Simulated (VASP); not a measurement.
Here is a VASP 6.6.1 calculation.

File POSCAR:

```
HfGeCl
1.0
    3.6972640000      0.0000000000      0.0000000000
    0.0000000000      3.6972640000      0.0000000000
    0.0000000000      0.0000000000      8.4741690000
Hf Ge Cl
2 2 2
Direct
    0.0000000000      0.5000000000      0.2590000000
    0.5000000000      0.0000000000      0.7410000000
    0.0000000000      0.0000000000      0.0000000000
    0.5000000000      0.5000000000      0.0000000000
    0.0000000000      0.5000000000      0.6150000000
    0.5000000000      0.0000000000      0.3850000000
```

Contents of INCAR.step1:

```
PREC = Accurate ; ENCUT = 520
ISMEAR = -5 ; SIGMA = 0.1
LREAL = False ; LASPH = True
NELM = 60 ; NBANDS = 40
GGA = PE ; ALGO = Normal
EDIFF = 1E-4 ; LWAVE = True
LCHARG = False
```

The input INCAR.step2:

```
PREC = Accurate ; ENCUT = 520
EDIFF = 1E-7 ; ISMEAR = -5
SIGMA = 0.1 ; LREAL = False
LASPH = True ; NELM = 60
ALGO = Normal ; ISIF = 2
LWAVE = False ; LCHARG = False
METAGGA = R2SCAN ; LMIXTAU = True
IVDW = 12 ; VDW_S6 = 1.0
VDW_S8 = 0.78981345 ; VDW_A1 = 0.49484001
VDW_A2 = 5.73083694 ; NBANDS = 40
ISTART = 1
```

The input KPOINTS:

```
Automatic mesh
0
Gamma
  5 5 2
```

Potentials or basis: VASP PAW PBE potentials, release 64 (Hf_pv, Ge_d, Cl).

Launch:

```bash
$ cat potpaw_PBE.64/Hf_pv/POTCAR potpaw_PBE.64/Ge_d/POTCAR potpaw_PBE.64/Cl/POTCAR > POTCAR
$ cp INCAR.step1 INCAR
$ mpirun -np 1 vasp_std > vasp.out
$ cp INCAR.step2 INCAR
$ mpirun -np 1 vasp_std > vasp.out
```

(1) Predict the pressure.

(2) Estimate the largest force.

Results:

(1) -7.0 GPa.

(2) 2.129 eV/Å.

Caveat: the k points lie up to 0.37 Å⁻¹ apart; three body term missing; the PAW data sets were made with another functional, which shifts forces and pressure a little; pairwise dispersion overbinds metals, which lowers pressure and volume; tetrahedron occupations give inexact forces and stress in metals.
